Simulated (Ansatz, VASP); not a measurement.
## One calculation of BaTiO3, two programs

INCAR

```
ALGO     = Normal         # electronic algorithm
EDIFF    = 1E-6           # SCF threshold, eV
ENCUT    = 910            # plane-wave cutoff, eV
GGA      = PS             # functional
GGA_COMPAT= False        
ISIF     = 2              # what is computed and relaxed
ISMEAR   = 0              # smearing method
LASPH    = True           # aspherical terms in the spheres
LCHARG   = False          # write CHGCAR
LREAL    = False          # projectors in reciprocal space
LWAVE    = False          # write WAVECAR
NBANDS   = 28             # bands
NELM     = 120            # most SCF steps
PREC     = Accurate       # precision mode
SIGMA    = 0.02           # smearing width, eV
```

Contents of KPOINTS:

```
k-points
0
Gamma
  8 8 8
```

The input POSCAR:

```
BaTiO3
1.0
    3.9301706377      0.0000000000      0.0000000000
    0.0000000000      3.9301706377      0.0000000000
    0.0000000000      0.0000000000      3.9980479129
Ba Ti O
1 1 3
Direct
    0.5000000000      0.5000000000      0.5000000000
    0.0000000000      0.0000000000      0.0000000000
    0.5000000000      0.0000000000      0.0000000000
    0.0000000000      0.5000000000      0.0000000000
    0.0000000000      0.0000000000      0.5000000000
```

Input for Ansatz:

```yaml
crystal:
  lattice:
    - [3.9301706377, 0.0, 0.0]
    - [0.0, 3.9301706377, 0.0]
    - [0.0, 0.0, 3.9980479129]
  atoms:
    - { symbol: Ba, position: [0.5, 0.5, 0.5] }
    - { symbol: Ti, position: [0.0, 0.0, 0.0] }
    - { symbol: O, position: [0.5, 0.0, 0.0] }
    - { symbol: O, position: [0.0, 0.5, 0.0] }
    - { symbol: O, position: [0.0, 0.0, 0.5] }
basis:
  ecutwfc: 420
kpoints:
  mp_grid: { grid: [8, 8, 8] }
  band_path: { path: [VBM, CBM], npoints: 2 }
hamiltonian:
  xc: pbesol
scf:
  occupations: { method: gaussian, width: 0.02 }
output:
  forces: true
  stress: true
  eigenvalues: true
checkpoint:
  read: start.run
  write: ck
  compress: false
  write_wavefunctions: false
  write_every: 100000
```

Alike in both runs: task single point; functional PBEsol; k mesh 8 × 8 × 8; occupations gaussian, width 0.02 eV; no spin polarisation.

|  | VASP | Ansatz |
| --- | --- | --- |
| version | VASP 6.6.1 | Ansatz 0.2.0 |
| potentials or method | VASP PAW PBE potentials, release 64 (Ba_sv, Ti_sv, O_h), cutoff 910 eV | scalar-relativistic, plane waves, PAW |
| valence electrons in the cell | 40 | 40 |

Ansatz gave:

| Property | Result |
| --- | --- |
| gap on the k mesh at the Fermi level (eV) | 1.80 |
| least direct gap on the mesh (eV) | 1.89 |

Estimate VASP's values.

gap on the k mesh at the Fermi level (eV): 1.73; least direct gap on the mesh (eV): 1.86.

VASP's potentials were made for PBE, not for PBEsol.

Neither program's run includes spin-orbit coupling. Noted on VASP's run: the cutoff is short for stress, so the pressure is rough.
